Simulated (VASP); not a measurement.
# Ge (P6/mmm) in VASP: further runs, part 2 of 2

VASP 6.6.1. Earlier steps stand in the parts before.

### 3 Single point, LDA (volume scaled by 0.92)

INCAR reads:

```
SYSTEM = Ge
PREC = Accurate
ENCUT = 520
EDIFF = 1E-6
ISMEAR = -1
SIGMA = 0.1
LREAL = .FALSE.
LASPH = .TRUE.
NELM = 100
ALGO = Normal
ISIF = 2
LWAVE = .FALSE.
LCHARG = .FALSE.
GGA = CA
NBANDS = 28
```

KPOINTS reads:

```
Automatic mesh
0
G
  9 9 13
  0 0 0
```

POSCAR reads:

```
Ge
1.0
    4.6633349703      0.0000000000      0.0000000000
   -2.3316674852      4.0385665507      0.0000000000
    0.0000000000      0.0000000000      2.6348466802
Ge
3
Direct
    1.0000000000      0.0000000000      1.0000000000
    0.3333333333      0.6666666667      0.5000000000
    0.6666666667      0.3333333333      0.5000000000
```

Potentials or basis: VASP PAW LDA potentials, release 64 (Ge_d).

Launch:

```
> cat potpaw_LDA.64/Ge_d/POTCAR > POTCAR
> mpirun -np 1 vasp_std > vasp.out
```

OUTCAR:

```text
SYSTEM = Ge
   PREC = Accurate
   ENCUT = 520
   EDIFF = 1E-6
   ISMEAR = -1
   LREAL = .FALSE.
   LASPH = .TRUE.
   NELM = 100
   ISIF = 2
   GGA = CA

 ion  position               nearest neighbor table
   1  0.000  0.000  0.000-
   2  0.333  0.667  0.500-   3 2.69   3 2.69   3 2.69
   3  0.667  0.333  0.500-   2 2.69   2 2.69   2 2.69

  LATTYP: Found a hexagonal cell.
 ALAT       =     4.6633349703
 C/A-ratio  =     0.5650133857

  Lattice vectors:

 A1 = (   4.6633349703,   0.0000000000,   0.0000000000)
 A2 = (  -2.3316674852,   4.0385665507,   0.0000000000)
 A3 = (   0.0000000000,   0.0000000000,   2.6348466802)

Analysis of symmetry for initial positions (statically):
=====================================================================
 Subroutine PRICEL returns:
 Original cell was already a primitive cell.

 Routine SETGRP: Setting up the symmetry group for a
 hexagonal supercell.

 Subroutine GETGRP returns: Found 24 space group operations
 (whereof 24 operations were pure point group operations)
 out of a pool of 24 trial point group operations.

The static configuration has the point symmetry D_6h.

Analysis of symmetry for dynamics (positions and initial velocities):
=====================================================================
 Subroutine PRICEL returns:
 Original cell was already a primitive cell.

 Routine SETGRP: Setting up the symmetry group for a
 hexagonal supercell.

 Subroutine GETGRP returns: Found 24 space group operations
 (whereof 24 operations were pure point group operations)
 out of a pool of 24 trial point group operations.

The dynamic configuration has the point symmetry D_6h.

[... 111 lines left out ...]
   NELECT =      42.0000    total number of electrons
   NUPDOWN=      -1.0000    fix difference up-down
   EMIN   =  10.00;   EMAX   =-10.00  energy-range for DOS
   EFERMI =   0.00;   METHOD = LEGACY
   ISMEAR =    -1;   SIGMA  =   0.10  broadening in eV -4-tet -1-fermi 0-gaus
   EFERMI_NEDOS =   21; number of points for ismear=-14 and -15
   IALGO  =     38    algorithm
   IMIX   =      4    mixing-type and parameters
     AMIX     =   0.40;   BMIX     =  1.00
     AMIX_MAG =   1.60;   BMIX_MAG =  1.00
  volume/ion in A,a.u.               =      16.54       111.62
  Fermi-wavevector in a.u.,A,eV,Ry     =   1.548572  2.926378 32.627813  2.398077
  Thomas-Fermi vector in A             =   2.653503
   LORBIT       =      0    0 simple, 1 ext, 2 COOP (PROOUT), +10 PAW based schemes
   GGA     = CA    functional components
   LHFCALC =     F    Hartree Fock is set to
   AEXX    =    0.0000 exact exchange contribution
   IVDW    =     0    specifies the selected vdW correction
   LEPSILON=     F    determine dielectric tensor
   LRPA    =     F    only Hartree local field effects (RPA)
 non-spin polarized calculation
  energy-cutoff  :      520.00
  volume of cell :       49.62
 maximum number of plane-waves:      1355
 NGX is ok and might be reduce to    36
   NGX = 17   NGY = 17   NGZ =  9

 number of electron      41.9999996 magnetization

 Free energy of the ion-electron system (eV)
  ---------------------------------------------------
  ext. energy  EPLUGINS =         0.00000000
  ---------------------------------------------------
  free energy    TOTEN  =       -14.59363242 eV

  energy without entropy =      -14.55226806  energy(sigma->0) =      -14.57295024

 E-fermi :   8.1001     XC(G=0): -12.2512

 val. band max:        8.0890325394   @ k =   0.1111   0.1111   0.3846
 cond. band min:       8.1444267011   @ k =   0.4444   0.0000   0.0000
 fundamental gap:      0.0553941616
 Fermi energy:         8.1001408562

 k-point     1 :       0.0000    0.0000    0.0000
  band No.  band energies     occupation
      1     -17.0954      2.00000
      2     -16.9763      2.00000
      3     -16.9763      2.00000
      4     -16.9351      2.00000
      5     -16.9021      2.00000
      6     -16.9021      2.00000
[... 733 lines left out ...]
     27      15.5679      0.00000
     28      18.0507      0.00000

 [... further k-points ...]

------------------------ aborting loop because EDIFF is reached ----------------------------------------

  FORCE on cell =-STRESS in cart. coord.  units (eV):
  Direction    XX          YY          ZZ          XY          YZ          ZX
  --------------------------------------------------------------------------------------
  -------------------------------------------------------------------------------------
  Total        1.6569479      1.6569479      4.0470537     -0.0000000     -0.0000000      0.0000000
  in kB       53.4983316     53.4983316    130.6683300     -0.0000000     -0.0000000      0.0000000
  external PRESSURE =      79.2216644 kB  Pullay stress =       0.0000000 kB

 VOLUME and BASIS-vectors are now :
 -----------------------------------------------------------------------------
  energy-cutoff  :      520.00
  volume of cell :       49.62
      direct lattice vectors                 reciprocal lattice vectors
     4.663334970  0.000000000  0.000000000     0.214438810  0.123806304  0.000000000
    -2.331667485  4.038566551  0.000000000     0.000000000  0.247612609  0.000000000
     0.000000000  0.000000000  2.634846680     0.000000000  0.000000000  0.379528725

 POSITION                                       TOTAL-FORCE (eV/Angst)
 -----------------------------------------------------------------------------------
      0.00000      0.00000      0.00000        -0.000000      0.000000      0.000000
     -0.00000      2.69238      1.31742        -0.000000      0.000000     -0.000000
      2.33167      1.34619      1.31742         0.000000      0.000000      0.000000
 -----------------------------------------------------------------------------------
    total drift:                                0.000000      0.000000     -0.000000

  FREE ENERGIE OF THE ION-ELECTRON SYSTEM (eV)
  ---------------------------------------------------
  free  energy   TOTEN  =       -14.5936324221 eV

  energy  without entropy=      -14.5522680606  energy(sigma->0) =      -14.57295024
```

stdout:

```text
POSCAR found type information on POSCAR Ge
 POSCAR found :  1 types and       3 ions
 scaLAPACK will be used
 LDA part: xc-table for (Slater(with rela. corr.)+CA(PZ))
 , standard interpolation
 POSCAR, INCAR and KPOINTS ok, starting setup
 FFT: planning ... GRIDC
 FFT: planning ... GRID_SOFT
 FFT: planning ... GRID
 WAVECAR not read
 entering main loop
```

Wall time 58 s (1 thread of Intel Xeon Platinum 8259CL at 2.50GHz (Skylake/Cascade Lake), shared host); peak memory 0.2 GiB.

Results:

| Item | Value |
| --- | --- |
| Free energy | -14.5936 eV |
| Pressure | 7.9 GPa |
| Band gap on the k mesh | zero (band 21 reaches 10.50 eV, above the bottom of band 22 at 4.18 eV) |
